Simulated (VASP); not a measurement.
Set up this calculation in VASP 6.6.1, as the native input.

- Task: single point
- Functional: PBE
- Potentials or basis: VASP PAW PBE potentials, release 64 (Sn_d, O, F)
- Cutoff: 520 eV
- k mesh: 1 × 1 × 1
- Occupations: fermi-dirac, width 0.01 eV
- Spin: collinear spin
- Starting moments: [0.0, 0.0, 0.0, 0.0, 0.0, 0.0, 0.0, 0.0, 0.0, 0.27, 0.01, 0.0, 0.06, 0.0, 0.4, 0.0, 0.04, 0.0, 0.01, 0.0, 0.0, 0.02, 0.0, 0.02, 0.23] μB
- Fixed moment: 1 μB
- Dipole correction: no
- Further INCAR settings: LREAL = Auto; ALGO = Normal; EDIFF = 1e-06; NBANDS = 130

The structure of Sn8O16F (a cell with a defect) (F interstitial hop between voids) lies in POSCAR:

```
Sn8O16F
1.0
    4.8274600300      4.8274600300      0.0000000000
   -4.8274600300      4.8274600300      0.0000000000
    0.0000000000      0.0000000000      6.4759066800
Sn O F
8 16 1
Direct
    0.0036631065      0.5060535944      0.2406144926
    0.4947780997     -0.0098669900      0.2435487535
   -0.0039200739     -0.0045585049     -0.0072624580
    0.4964764048      0.4987177491     -0.0045541113
   -0.0008385362      0.5064870522      0.7421989287
    0.4938555649     -0.0091255028      0.7445774373
   -0.0074543341      0.0057830619      0.4967690486
    0.5029952573      0.4930979201      0.5007297295
   -0.0016105778      0.8138002129      0.2488920980
    0.5763224310      0.2976922628      0.2547459501
   -0.0496308615      0.1980053681      0.2424630369
    0.4913625354      0.6805802595      0.2496305274
    0.3032302683     -0.0376668059     -0.0101863729
    0.8055894768      0.5044377343     -0.0084212146
    0.1884994375      0.5524173133     -0.0169256608
    0.6875195195     -0.0114352060     -0.0068623595
   -0.0116661763      0.8128674242      0.7389399256
    0.4888701274      0.3008542776      0.7521556812
    0.0065438139      0.1968498950      0.7496835949
    0.5060658161      0.6858075426      0.7425457527
    0.3017463616      0.0049126248      0.4927520049
    0.8105174306      0.5066595031      0.4950383257
    0.1946104150      0.4957994442      0.4944410348
    0.6858432756     -0.0114238129      0.4978139988
    0.2769312416      0.2707810094      0.1855190415
```

These files were run (other wordings do the same):

INCAR

```
PREC = Accurate
ENCUT = 520
EDIFF = 1E-6
ISMEAR = -1
SIGMA = 0.01
LREAL = Auto
LASPH = True
NELM = 150
ALGO = Normal
ISIF = 2
LWAVE = False
LCHARG = False
ISPIN = 2
MAGMOM = 0 0 0 0 0 0 0 0 0 0.27 0.01 0 0.06 0 0.4 0 0.04 0 0.01 0 0 0.02 0 0.02 0.23
LORBIT = 11
NUPDOWN = 1.0
GGA = PE
NBANDS = 130
```

KPOINTS

```
regular mesh
0
Gamma
  1 1 1
```

Potentials or basis: VASP PAW PBE potentials, release 64 (Sn_d, O, F).

Run with:

```bash
$ cat potpaw_PBE.64/Sn_d/POTCAR potpaw_PBE.64/O/POTCAR potpaw_PBE.64/F/POTCAR > POTCAR
$ mpirun -np 1 vasp_gam > vasp.out
```

Results of the run:

```json
{"Pressure": "1.8 GPa", "Largest force": "0.281 eV/Å", "Net moment": "1.00 μB per cell", "Site moments": "Sn -0.01, -0.00, +0.00; O -0.00, +0.43, +0.24, +0.00, +0.01; F +0.26 μB", "Valence electrons inside the program's atomic spheres": "Sn 12.16, 12.20, 12.27, 12.25, 12.23; O 5.06, 4.93, 4.98, 5.05, 5.04, 5.07; F 6.04"}
```

Caveat: the k points lie up to 0.97 Å⁻¹ apart; the total moment is fixed, so each spin has its own Fermi level.

Wall time 3.6 min on 1 thread of AMD EPYC 7R13 (shared host), peak memory 0.43 GiB.
